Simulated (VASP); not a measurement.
# MgS in VASP: settings compared

MgS is run at these levels: r2SCAN, HSE06; tasks: single point.

All numbers are computed with VASP 6.6.1; they aren't measurements. Logs are shortened: lines on timing, memory, paths and dates and some standing lists are left out, and cuts for length are marked.

**1. The cell of the first run**

Symmetry: I4/mmm, No. 139, tetragonal system. The conventional cell has a = 3.679 Å, b = 3.679 Å, c = 5.436 Å, α = 90.00°, β = 90.00°, γ = 90.00°. Mg (site symmetry 4/mmm) has 6 S at 2.60 to 2.72 Å within 3.4 Å. Within 3.4 Å of S (site symmetry 4/mmm) lie 6 Mg at 2.60 to 2.72 Å.

**2. Single point, r2SCAN (uniaxial z strain +4.5%)**

POSCAR

```
MgS
1.0
    0.0000000000      2.6015179370      2.7178057888
    2.6015179370      0.0000000000      2.7178057888
    2.6015179370      2.6015179370      0.0000000000
Mg S
1 1
Direct
    0.0000000000      0.0000000000      0.0000000000
    0.5000000000      0.5000000000      0.5000000000
```

INCAR.step1

```
PREC = Accurate
ENCUT = 520
ISMEAR = 0
SIGMA = 0.01
LREAL = False
LASPH = True
NELM = 80
NBANDS = 11
GGA = PE
ALGO = Normal
EDIFF = 1E-4
LWAVE = True
LCHARG = False
```

INCAR.step2

```
PREC = Accurate
ENCUT = 520
EDIFF = 1E-6
ISMEAR = 0
SIGMA = 0.01
LREAL = False
LASPH = True
NELM = 80
ALGO = Normal
ISIF = 2
LWAVE = False
LCHARG = True
METAGGA = R2SCAN
LMIXTAU = True
LELF = True
LVHAR = True
NBANDS = 11
ISTART = 1
```

KPOINTS

```
regular mesh
0
Gamma
  8 8 8
```

Potentials or basis: VASP PAW PBE potentials, release 64 (Mg, S).

On the command line:

```bash
$ cat potpaw_PBE.64/Mg/POTCAR potpaw_PBE.64/S/POTCAR > POTCAR
$ cp INCAR.step1 INCAR
$ mpirun -np 1 vasp_std > vasp.out
$ cp INCAR.step2 INCAR
$ mpirun -np 1 vasp_std > vasp.out
```

OUTCAR:

```text
PREC = Accurate
   ENCUT = 520
   EDIFF = 1E-6
   ISMEAR = 0
   LREAL = False
   LASPH = True
   NELM = 80
   ISIF = 2
   METAGGA = R2SCAN
   ISTART = 1

 ion  position               nearest neighbor table
   1  0.000  0.000  0.000-   2 2.60   2 2.60   2 2.60   2 2.60   2 2.72   2 2.72
   2  0.500  0.500  0.500-   1 2.60   1 2.60   1 2.60   1 2.60   1 2.72   1 2.72

  LATTYP: Found a body centered tetragonal cell.
 ALAT       =     3.6791019493
 C/A-ratio  =     1.4774289086

  Lattice vectors:

 A1 = (  -2.6015179370,   0.0000000000,   2.7178057888)
 A2 = (   2.6015179370,   0.0000000000,   2.7178057888)
 A3 = (   0.0000000000,   2.6015179370,  -2.7178057888)

Analysis of symmetry for initial positions (statically):
=====================================================================
 Subroutine PRICEL returns:
 Original cell was already a primitive cell.

 Routine SETGRP: Setting up the symmetry group for a
 body centered tetragonal supercell.

 Subroutine GETGRP returns: Found 16 space group operations
 (whereof 16 operations were pure point group operations)
 out of a pool of 16 trial point group operations.

The static configuration has the point symmetry D_4h.

Analysis of symmetry for dynamics (positions and initial velocities):
=====================================================================
 Subroutine PRICEL returns:
 Original cell was already a primitive cell.

 Routine SETGRP: Setting up the symmetry group for a
 body centered tetragonal supercell.

 Subroutine GETGRP returns: Found 16 space group operations
 (whereof 16 operations were pure point group operations)
 out of a pool of 16 trial point group operations.

The dynamic configuration has the point symmetry D_4h.

 Subroutine INISYM returns: Found 16 space group operations
 (whereof 16 operations are pure point group operations),
 and found     1 'primitive' translations

----------------------------------------------------------------------------------------

                                     Primitive cell

  volume of cell :      36.7877

  direct lattice vectors                    reciprocal lattice vectors
     0.000000000  2.601517937  2.717805789    -0.192195484  0.192195484  0.183971939
     2.601517937  0.000000000  2.717805789     0.192195484 -0.192195484  0.183971939
     2.601517937  2.601517937  0.000000000     0.192195484  0.192195484 -0.183971939

  length of vectors
     3.762228579  3.762228579  3.679101949     0.328213166  0.328213166  0.328213166

  position of ions in fractional coordinates (direct lattice)
     0.000000000  0.000000000  0.000000000
     0.500000000  0.500000000  0.500000000

  ion indices of the primitive-cell ions
   primitive index   ion index
                 1           1
                 2           2

----------------------------------------------------------------------------------------

 KPOINTS: regular mesh

Automatic generation of k-mesh.
 Grid dimensions read from file:
 generate k-points for:    8    8    8

 Generating k-lattice:

  Cartesian coordinates                     Fractional coordinates (reciprocal lattice)
    -0.024024436  0.024024436  0.022996492     0.125000000  0.000000000  0.000000000
     0.024024436 -0.024024436  0.022996492     0.000000000  0.125000000  0.000000000
     0.024024436  0.024024436 -0.022996492    -0.000000000 -0.000000000  0.125000000

  Length of vectors
     0.041026646  0.041026646  0.041026646

  Shift w.r.t. Gamma in fractional coordinates (k-lattice)
     0.000000000  0.000000000  0.000000000

 Subroutine IBZKPT returns following result:
 ===========================================

 Found     59 irreducible k-points:

 Following reciprocal coordinates:
            Coordinates               Weight
  0.000000  0.000000  0.000000      1.000000
  0.125000 -0.000000  0.000000      8.000000
  0.250000 -0.000000  0.000000      8.000000
  0.375000 -0.000000  0.000000      8.000000
  0.500000 -0.000000  0.000000      4.000000
  0.125000  0.125000  0.000000      2.000000
[... 16 lines left out ...]
  0.250000 -0.000000  0.125000     16.000000
  0.375000  0.000000  0.125000     16.000000
 [... further k-points ...]
   k-points           NKPTS =     59   k-points in BZ     NKDIM =     59   number of bands    NBANDS=     11
   number of dos      NEDOS =    301   number of ions     NIONS =      2
   total plane-waves  NPLWV =  21952
   dimension x,y,z NGX =    28 NGY =   28 NGZ =   28
   dimension x,y,z NGXF=    56 NGYF=   56 NGZF=   56
   ions per type =               1   1
   NGX,Y,Z   is equivalent  to a cutoff of  12.37, 12.37, 12.65 a.u.
   NGXF,Y,Z  is equivalent  to a cutoff of  24.75, 24.75, 25.30 a.u.
 SYSTEM =  unknown system
   PREC   = accura    normal or accurate (medium, high low for compatibility)
   ISTART =      1    job   : 0-new  1-cont  2-samecut
   ICHARG =      0    charge: 1-file 2-atom 10-const
   ISPIN  =      1    spin polarized calculation?
[... 32 lines left out ...]
  energy-cutoff  :      520.00
  volume of cell :       36.79
 maximum number of plane-waves:      1010
   NGX = 13   NGY = 13   NGZ = 13

 number of electron       8.0000002 magnetization

 Free energy of the ion-electron system (eV)
  ---------------------------------------------------
  ext. energy  EPLUGINS =         0.00000000
  ---------------------------------------------------
  free energy    TOTEN  =       -15.47885430 eV

  energy without entropy =      -15.47885430  energy(sigma->0) =      -15.47885430

 E-fermi :   3.3468     XC(G=0):  -9.8959

 val. band max:        3.2244918662   @ k =   0.0000   0.0000   0.0000
 cond. band min:       6.3904632466   @ k =   0.5000   0.0000   0.5000
 fundamental gap:      3.1659713804
 Fermi energy:         3.3468079077

 k-point     1 :       0.0000    0.0000    0.0000
  band No.  band energies     occupation
      1      -9.8281      2.00000
      2       3.0503      2.00000
      3       3.0503      2.00000
      4       3.2245      2.00000
      5       7.3694      0.00000
      6      11.3766      0.00000
      7      11.8323      0.00000
      8      11.8323      0.00000
      9      13.6914      0.00000
     10      14.2956      0.00000
     11      16.2329      0.00000

 k-point     2 :       0.1250   -0.0000    0.0000
  band No.  band energies     occupation
      1      -9.6836      2.00000
      2       2.1182      2.00000
      3       2.9749      2.00000
      4       3.0575      2.00000
      5       8.1403      0.00000
      6      11.3371      0.00000
      7      11.7469      0.00000
      8      12.0950      0.00000
      9      13.1725      0.00000
     10      13.6089      0.00000
     11      16.4910      0.00000

 k-point     3 :       0.2500   -0.0000    0.0000
  band No.  band energies     occupation
      1      -9.2957      2.00000
      2       0.4192      2.00000
      3       2.7939      2.00000
      4       2.8078      2.00000
      5       8.6394      0.00000
      6      11.2340      0.00000
      7      11.7539      0.00000
      8      11.9828      0.00000
      9      13.9813      0.00000
     10      14.0385      0.00000
     11      15.8039      0.00000

 k-point     4 :       0.3750   -0.0000    0.0000
  band No.  band energies     occupation
      1      -8.8306      2.00000
      2      -0.9809      2.00000
      3       2.5640      2.00000
      4       2.6579      2.00000
      5       8.3763      0.00000
      6      10.6109      0.00000
      7      11.0540      0.00000
      8      13.4450      0.00000
      9      15.4965      0.00000
     10      15.9162      0.00000
     11      16.1015      0.00000
[... 239 lines left out ...]
 k-point    22 :       0.1250    0.0000    0.1250
  band No.  band energies     occupation
      1      -9.6290      2.00000
      2       2.1140      2.00000
      3       2.6965      2.00000
      4       2.9242      2.00000
      5       8.4614      0.00000
      6      10.8338      0.00000
      7      12.1391      0.00000
      8      12.3543      0.00000
      9      12.3982      0.00000
     10      14.1131      0.00000
     11      16.9247      0.00000

 k-point    23 :       0.2500   -0.0000    0.1250
  band No.  band energies     occupation
      1      -9.3174      2.00000
      2       0.8481      2.00000
      3       2.4726      2.00000
      4       2.6432      2.00000
      5       9.1246      0.00000
      6      10.5566      0.00000
      7      11.2659      0.00000
      8      12.3389      0.00000
      9      13.4528      0.00000
     10      14.7035      0.00000
     11      17.1523      0.00000

 k-point    24 :       0.3750    0.0000    0.1250
  band No.  band energies     occupation
      1      -8.8708      2.00000
      2      -0.5331      2.00000
      3       2.2709      2.00000
      4       2.3345      2.00000
      5       8.9152      0.00000
      6      10.4169      0.00000
      7      11.5990      0.00000
      8      11.9920      0.00000
      9      15.0799      0.00000
     10      16.5967      0.00000
     11      16.9534      0.00000

 [... further k-points ...]

------------------------ aborting loop because EDIFF is reached ----------------------------------------

  FORCE on cell =-STRESS in cart. coord.  units (eV):
  Direction    XX          YY          ZZ          XY          YZ          ZX
  --------------------------------------------------------------------------------------
  -------------------------------------------------------------------------------------
  Total       -0.5166196     -0.5166196     -1.2739387      0.0000000      0.0000000      0.0000000
  in kB      -22.4998390    -22.4998390    -55.4826304      0.0000000      0.0000000      0.0000000
  external PRESSURE =     -33.4941028 kB  Pullay stress =       0.0000000 kB

 VOLUME and BASIS-vectors are now :
 -----------------------------------------------------------------------------
  energy-cutoff  :      520.00
  volume of cell :       36.79
      direct lattice vectors                 reciprocal lattice vectors
     0.000000000  2.601517937  2.717805789    -0.192195484  0.192195484  0.183971939
     2.601517937  0.000000000  2.717805789     0.192195484 -0.192195484  0.183971939
     2.601517937  2.601517937  0.000000000     0.192195484  0.192195484 -0.183971939

 POSITION                                       TOTAL-FORCE (eV/Angst)
 -----------------------------------------------------------------------------------
      0.00000      0.00000      0.00000         0.000000      0.000000      0.000000
      2.60152      2.60152      2.71781        -0.000000     -0.000000      0.000000
 -----------------------------------------------------------------------------------
    total drift:                                0.000000      0.000000      0.000000

  FREE ENERGIE OF THE ION-ELECTRON SYSTEM (eV)
  ---------------------------------------------------
  free  energy   TOTEN  =       -15.4788542988 eV

  energy  without entropy=      -15.4788542988  energy(sigma->0) =      -15.47885430
```

It took 67 s on 1 thread of Intel Xeon Platinum 8488C (Sapphire Rapids), shared host; peak memory 0.17 GiB.

What came out:

```
Free energy            : -15.4789 eV
Pressure               : -3.3 GPa
Band gap on the k mesh : 3.17 eV (least direct gap 4.14 eV)
```

Stress tensor (GPa, compression positive):
```
-2.25  0.00  0.00
 0.00 -2.25  0.00
 0.00  0.00 -5.55
```

Levels at points of the mesh, in eV from the valence-band top:
```tsv
k point	band 1	band 2	band 3	band 4	band 5	band 6	band 7	band 8
(0.00, 0.00, 0.00)	-13.05	-0.17	-0.17	0.00	4.14	8.15	8.61	8.61
(0.50, 0.00, 0.00)	-11.83	-4.76	-0.75	-0.62	5.01	7.16	7.57	10.63
(0.50, 0.50, 0.00)	-11.59	-4.17	-1.62	-1.62	3.40	5.04	12.26	13.18
(0.50, 0.00, 0.50)	-11.42	-4.15	-1.99	-1.61	3.17	4.90	12.72	13.24
```

Caveat: the cell differs from its parent crystal (uniaxial z strain +4.5%); the cell stands under tension; the PAW data sets were made with another functional, which shifts forces and pressure a little.

**3. Single point, r2SCAN (epitaxial 111 strain -0.9%)**

POSCAR

```
MgS
1.0
    0.0216477984      2.6010528330      2.6010528330
    2.6010528330      0.0216477984      2.6010528330
    2.6010528330      2.6010528330      0.0216477984
Mg S
1 1
Direct
    0.0000000000      0.0000000000      0.0000000000
    0.5000000000      0.5000000000      0.5000000000
```

INCAR.step1

```
SYSTEM = MgS
PREC = Accurate
ENCUT = 520
ISMEAR = 0
SIGMA = 0.01
LREAL = .False.
LASPH = .True.
NELM = 100
NBANDS = 11
GGA = PE
ALGO = Normal
EDIFF = 1E-4
LWAVE = .True.
LCHARG = .False.
```

INCAR.step2

```
SYSTEM = MgS
PREC = Accurate
ENCUT = 520
EDIFF = 1E-6
ISMEAR = 0
SIGMA = 0.01
LREAL = .False.
LASPH = .True.
NELM = 100
ALGO = Normal
ISIF = 2
LWAVE = .False.
LCHARG = .False.
METAGGA = R2SCAN
LMIXTAU = .True.
NBANDS = 11
ISTART = 1
```

KPOINTS

```
Automatic mesh
0
Gamma
  8 8 8
  0 0 0
```

Potentials or basis: VASP PAW PBE potentials, release 64 (Mg, S).

On the command line:

```bash
$ cat potpaw_PBE.64/Mg/POTCAR potpaw_PBE.64/S/POTCAR > POTCAR
$ cp INCAR.step1 INCAR
$ mpirun -np 1 vasp_std > vasp.out
$ cp INCAR.step2 INCAR
$ mpirun -np 1 vasp_std > vasp.out
```

Run time: 53 s. Hardware: 1 thread of Intel Xeon Platinum 8488C (Sapphire Rapids), shared host; peak memory 0.18 GiB.

The run converged. Its results:

```yaml
Free_energy: -15.5089 eV
Pressure: 0.7 GPa
Band_gap_on_the_k_mesh: 3.42 eV (least direct gap 4.68 eV)
```

Stress tensor (GPa, compression positive):
```
 0.67 -0.52 -0.52
-0.52  0.67 -0.52
-0.52 -0.52  0.67
```

Levels at points of the mesh, in eV from the valence-band top:
| k point | band 1 | band 2 | band 3 | band 4 | band 5 | band 6 | band 7 | band 8 | band 9 |
| --- | --- | --- | --- | --- | --- | --- | --- | --- | --- |
| (0.00, 0.00, 0.00) | -13.30 | -0.12 | 0.00 | 0.00 | 4.68 | 8.35 | 8.56 | 8.56 | 10.92 |
| (0.50, 0.00, 0.00) | -11.92 | -4.97 | -0.73 | -0.66 | 5.16 | 7.40 | 7.50 | 11.34 | 13.28 |
| (0.50, 0.50, 0.00) | -11.54 | -4.38 | -1.85 | -1.74 | 3.42 | 4.85 | 13.23 | 13.48 | 14.64 |
| (0.50, 0.50, 0.50) | -11.97 | -5.03 | -0.62 | -0.62 | 5.29 | 7.58 | 7.58 | 11.37 | 13.24 |

Caveat: the cell differs from its parent crystal (epitaxial 111 strain -0.9%); the PAW data sets were made with another functional, which shifts forces and pressure a little.

**4. Single point, HSE06 (biaxial xy strain +0.5%)**

POSCAR

```
MgS
1.0
    0.0000000000      2.6132247677      2.6015179370
    2.6132247677      0.0000000000      2.6015179370
    2.6132247677      2.6132247677      0.0000000000
Mg S
1 1
Direct
    0.0000000000      0.0000000000      0.0000000000
    0.5000000000      0.5000000000      0.5000000000
```

INCAR.step1

```
ALGO = Normal
EDIFF = 1E-5
ENCUT = 520
GGA = PE
ISIF = 2
ISMEAR = 0
LASPH = True
LREAL = False
LWAVE = True
NBANDS = 11
NELM = 100
PREC = Accurate
SIGMA = 0.01
```

INCAR.step2

```
ALGO = Normal
EDIFF = 1E-7
ENCUT = 520
GGA = PE
HFSCREEN = 0.2079
ISIF = 2
ISMEAR = 0
ISTART = 1
LASPH = True
LCHARG = True
LELF = True
LHFCALC = True
LREAL = False
LVHAR = True
LWAVE = False
NBANDS = 11
NELM = 100
PREC = Accurate
PRECFOCK = Normal
SIGMA = 0.01
```

KPOINTS

```
k-points
0
Gamma
  6 6 6
```

On the command line:

```bash
$ cat potpaw_PBE.64/Mg/POTCAR potpaw_PBE.64/S/POTCAR > POTCAR
$ cp INCAR.step1 INCAR
$ mpirun -np 1 vasp_std > vasp.out
$ cp INCAR.step2 INCAR
$ mpirun -np 1 vasp_std > vasp.out
```

It took 23 min on 1 thread of Intel Xeon Platinum 8488C (Sapphire Rapids), shared host; peak memory 0.28 GiB.

It converged, with:

```yaml
Free_energy: -9.8848 eV
Pressure: -1.4 GPa
Band_gap_on_the_k_mesh: 3.71 eV (least direct gap 4.71 eV)
```

Stress tensor (GPa, compression positive):
```
-1.54  0.00  0.00
 0.00 -1.54  0.00
 0.00  0.00 -1.10
```

Levels at points of the mesh, in eV from the valence-band top:
```tsv
k point	band 1	band 2	band 3	band 4	band 5	band 6	band 7	band 8	band 9
(0.00, 0.00, 0.00)	-13.92	-0.02	0.00	0.00	4.71	9.08	9.08	9.13	11.64
(0.50, 0.00, 0.00)	-12.51	-5.23	-0.65	-0.64	5.53	8.01	8.06	11.48	13.46
(0.50, 0.50, 0.00)	-12.09	-4.55	-1.84	-1.84	3.71	5.35	13.45	14.31	14.79
(0.50, 0.00, 0.50)	-12.11	-4.55	-1.84	-1.80	3.73	5.36	13.41	14.30	14.76
```

Caveat: the cell differs from its parent crystal (biaxial xy strain +0.5%); the PAW data sets were made with another functional, which shifts forces and pressure a little.

**5. Single point, HSE06 (uniaxial z strain +4.5%)**

POSCAR

```
MgS
1.0
    0.0000000000      2.6015179370      2.7178057888
    2.6015179370      0.0000000000      2.7178057888
    2.6015179370      2.6015179370      0.0000000000
Mg S
1 1
Direct
    0.0000000000      0.0000000000      0.0000000000
    0.5000000000      0.5000000000      0.5000000000
```

INCAR.step1

```
SYSTEM = MgS
ALGO = Normal
EDIFF = 1E-5
ENCUT = 520
GGA = PE
ISIF = 2
ISMEAR = 0
LASPH = .TRUE.
LCHARG = .FALSE.
LREAL = .FALSE.
LWAVE = .TRUE.
NBANDS = 11
NELM = 100
PREC = Accurate
SIGMA = 0.01
```

INCAR.step2

```
SYSTEM = MgS
ALGO = Normal
EDIFF = 1E-6
ENCUT = 520
GGA = PE
HFSCREEN = 0.2079
ISIF = 2
ISMEAR = 0
ISTART = 1
LASPH = .TRUE.
LCHARG = .FALSE.
LHFCALC = .TRUE.
LREAL = .FALSE.
LWAVE = .FALSE.
NBANDS = 11
NELM = 100
PREC = Accurate
PRECFOCK = Normal
SIGMA = 0.01
```

KPOINTS

```
k-points
0
G
  6 6 6
  0 0 0
```

On the command line:

```bash
$ cat potpaw_PBE.64/Mg/POTCAR potpaw_PBE.64/S/POTCAR > POTCAR
$ cp INCAR.step1 INCAR
$ mpirun -np 1 vasp_std > vasp.out
$ cp INCAR.step2 INCAR
$ mpirun -np 1 vasp_std > vasp.out
```

Wall time 16 min (1 thread of Intel Xeon Platinum 8488C (Sapphire Rapids), shared host); peak memory 0.27 GiB.

It converged, with:

| Item | Value |
| --- | --- |
| Free energy | -9.8535 eV |
| Pressure | -3.6 GPa |
| Band gap on the k mesh | 3.46 eV (least direct gap 4.31 eV) |

Stress tensor (GPa, compression positive):
```
-2.50  0.00  0.00
 0.00 -2.50  0.00
 0.00  0.00 -5.68
```

Levels at points of the mesh, in eV from the valence-band top:
```
           k point  band 1  band 2  band 3  band 4  band 5  band 6  band 7  band 8
(0.00, 0.00, 0.00)  -13.83   -0.19   -0.19    0.00    4.31    8.70    9.16    9.16
(0.50, 0.00, 0.00)  -12.52   -5.15   -0.79   -0.66    5.33    7.68    8.11   10.98
(0.50, 0.50, 0.00)  -12.26   -4.50   -1.74   -1.74    3.69    5.44   12.64   14.01
(0.50, 0.00, 0.50)  -12.09   -4.47   -2.13   -1.72    3.46    5.29   13.09   13.64
```

Caveat: the cell differs from its parent crystal (uniaxial z strain +4.5%); the cell stands under tension; the PAW data sets were made with another functional, which shifts forces and pressure a little. A k mesh can miss the band edges.

**6. Summary**

```tsv
level	cell	k mesh	grid for exact exchange (PRECFOCK)	share of exact exchange	screening parameter	gap on the mesh (eV)	pressure (GPa)
r2SCAN	a = 3.762, b = 3.762, c = 3.679 Å, angles 60.7, 60.7, 58.5°, 2 atoms	8 × 8 × 8	-	-	-	3.17	-3.3
r2SCAN	a = 3.679 Å, angles 59.4°, 2 atoms	8 × 8 × 8	-	-	-	3.42	0.7
HSE06	a = 3.687, b = 3.687, c = 3.696 Å, angles 59.9, 59.9, 60.1°, 2 atoms	6 × 6 × 6	Normal	0.25	0.2079 1/Å	3.71	-1.4
HSE06	a = 3.762, b = 3.762, c = 3.679 Å, angles 60.7, 60.7, 58.5°, 2 atoms	6 × 6 × 6	Normal	0.25	0.2079 1/Å	3.46	-3.6
```

Alike in all rows: task single point; potentials or basis VASP PAW PBE potentials, release 64 (Mg, S); no spin polarisation; cutoff (eV) 520; smearing gaussian 0.01 eV.

Caveats: the PAW data sets were made with another functional, which shifts forces and pressure a little; the cell stands under tension (at least some runs).

Absolute energies hang on the potentials; compare differences alone.
